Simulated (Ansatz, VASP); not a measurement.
**SnO2: VASP beside Ansatz**

```
Sn O
1.0
     4.64559    0.00000    0.00000
     0.00000    4.64608    0.00000
     0.00000    0.00000    3.13846
Sn O
2 4
Direct
  0.50000 0.50000 0.50000
  0.00000 0.00000 0.00000
  0.30599 0.35807 0.00000
  0.80599 0.14193 0.50000
  0.19401 0.85807 0.50000
  0.69401 0.64193 0.00000
```

Alike in both runs: task single point; functional LDA; k mesh 6 × 6 × 8; occupations gaussian, width 0.05 eV; no spin polarisation.

|  | VASP | Ansatz |
| --- | --- | --- |
| version | VASP 6.6.1 | Ansatz 0.2.0 |
| potentials or method | VASP PAW LDA potentials, release 64 (Sn_d, O), cutoff 520 eV | scalar-relativistic, plane waves, PAW |
| valence electrons in the cell | 52 | 52 |

```csv
,VASP,Ansatz,Ansatz less VASP
gap on the k mesh at the Fermi level (eV),2.17,2.14,-0.025
least direct gap on the mesh (eV),2.17,2.14,-0.025
pressure (GPa),26.9,25.0,-1.92
"traceless stress, the component that is largest in VASP (GPa)",-14.98,-13.98,+0.998
rms of the force components (eV/Å),2.504,2.441,-0.0629
```

Ansatz warns that its potentials were made for another functional, while VASP's fit it. LDA's correlation is that of Perdew and Zunger in VASP and of Perdew and Wang (1992) in Ansatz. Atom by atom the forces differ by 0.063 eV/Å (rms over components).
